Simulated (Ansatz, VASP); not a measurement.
# KNaICl in VASP and in Ansatz

Contents of INCAR:

```
SYSTEM = KNaICl
PREC = Accurate
ENCUT = 520
EDIFF = 1E-6
ISMEAR = 0
SIGMA = 0.05
LREAL = .FALSE.
LASPH = .TRUE.
NELM = 80
ALGO = Normal
ISIF = 2
LWAVE = .FALSE.
LCHARG = .FALSE.
NBANDS = 23
```

The input KPOINTS:

```
Automatic mesh
0
G
  6 6 4
  0 0 0
```

Contents of POSCAR:

```
KNaICl
1.0
    4.2848800000      0.0000000000      0.0000000000
    0.0000000000      4.7359200000      0.0000000000
    0.0000000000      0.0000000000      6.8190640000
K Na I Cl
1 1 1 1
Direct
    0.5000000000      0.5000000000      0.5000000000
    0.0000000000      0.0000000000      0.0000000000
    0.5000000000      0.5000000000      0.0000000000
    0.0000000000      0.0000000000      0.5000000000
```

Input for Ansatz:

```yaml
crystal:
  lattice:
    - [4.28488, 0.0, 0.0]
    - [0.0, 4.73592, 0.0]
    - [0.0, 0.0, 6.819064]
  atoms:
    - { symbol: K, position: [0.5, 0.5, 0.5] }
    - { symbol: Na, position: [0.0, 0.0, 0.0] }
    - { symbol: I, position: [0.5, 0.5, 0.0] }
    - { symbol: Cl, position: [0.0, 0.0, 0.5] }
basis:
  ecutwfc: 420
kpoints:
  mp_grid: { grid: [6, 6, 4] }
hamiltonian:
  xc: lda
scf:
  occupations: { method: gaussian, width: 0.05 }
output:
  forces: true
  stress: true
  eigenvalues: true
```

Change from the starting cell: strain -0.0500 x Voigt [1, -1, 0, 0, 0, 0], atoms carried along.

Alike in both runs: task single point; functional LDA; k mesh 6 × 6 × 4; occupations gaussian, width 0.05 eV; no spin polarisation.

|  | VASP | Ansatz |
| --- | --- | --- |
| version | VASP 6.6.1 | Ansatz 0.2.0 |
| potentials or method | VASP PAW LDA potentials, release 64 (K_sv, Na_pv, I, Cl), cutoff 520 eV | scalar-relativistic, plane waves, PAW |
| valence electrons in the cell | 30 | 42 |

VASP gave:

- gap on the k mesh at the Fermi level (eV): 3.38
- least direct gap on the mesh (eV): 3.40
- pressure (GPa): -2.0
- traceless stress, the component that is largest in VASP (GPa): -0.93

Question: Which values does Ansatz return?

Answer: gap on the k mesh at the Fermi level (eV): 3.37; least direct gap on the mesh (eV): 3.39; pressure (GPa): -2.0; traceless stress, the component that is largest in VASP (GPa): -0.93.

LDA's correlation is that of Perdew and Zunger in VASP and of Perdew and Wang (1992) in Ansatz. VASP's potentials hold 30 valence electrons a cell and Ansatz's 42, so a difference there can come from the potentials and not from the codes.

Spin-orbit coupling is off throughout.
